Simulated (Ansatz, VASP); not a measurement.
**Sc3Fe: VASP beside Ansatz**

```
Sc Fe
1.0
     4.33417    0.00000    0.00000
     0.00000    4.33417    0.00000
     0.00000    0.00000    4.33417
Sc Fe
3 1
Direct
  0.00000 0.50000 0.50000
  0.50000 0.00000 0.50000
  0.50000 0.50000 0.00000
  0.00000 0.00000 0.00000
```

Alike in both runs: task single point; functional r2SCAN; k mesh 10 × 10 × 10; occupations gaussian, width 0.1 eV; no spin polarisation.

|  | VASP | Ansatz |
| --- | --- | --- |
| version | VASP 6.6.1 | Ansatz 0.2.0 |
| potentials or method | VASP PAW PBE potentials, release 64 (Sc_sv, Fe), cutoff 520 eV | scalar-relativistic, plane waves, PAW |
| valence electrons in the cell | 41 | 49 |

```tsv
	VASP	Ansatz	Ansatz less VASP
gap on the k mesh at the Fermi level (eV)	none	none	-
pressure (GPa)	-3.7	-3.9	-0.24
```

VASP's potentials were made for PBE, not for r2SCAN. A gap of «none» marks a metal or a gap that the smearing closes. VASP's potentials hold 41 valence electrons a cell and Ansatz's 49, so a difference there can come from the potentials and not from the codes.
